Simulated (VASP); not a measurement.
A run of VASP 6.6.1 is set up as follows.

Contents of INCAR:

```
SYSTEM = BN
PREC = Accurate
ENCUT = 520
EDIFF = 1E-6
ISMEAR = 0
SIGMA = 0.05
LREAL = .False.
LASPH = .True.
NELM = 100
ALGO = Normal
ISIF = 2
LWAVE = .False.
LCHARG = .True.
GGA = PE
LELF = .True.
LVHAR = .True.
NBANDS = 11
```

The input KPOINTS:

```
Automatic mesh
0
Gamma
  16 16 16
  0 0 0
```

POSCAR

```
BN
1.0
    0.0000000000      1.8243453096      1.8243453096
    1.8243453096      0.0000000000      1.8243453096
    1.8243453096      1.8243453096      0.0000000000
B N
1 1
Direct
    0.0000000000      0.0000000000      0.0000000000
    0.7500000000      0.7500000000      0.7500000000
```

Potentials or basis: VASP PAW PBE potentials, release 64 (B, N).

Run with:

```bash
$ cat potpaw_PBE.64/B/POTCAR potpaw_PBE.64/N/POTCAR > POTCAR
$ mpirun -np 1 vasp_std > vasp.out
```

Q: Predict the band gap on the k mesh.

A: 4.43 eV, indirect (least direct gap 8.69 eV).

Q: What does it give for the pressure?

A: -6.9 GPa.

 A k mesh can miss the band edges.
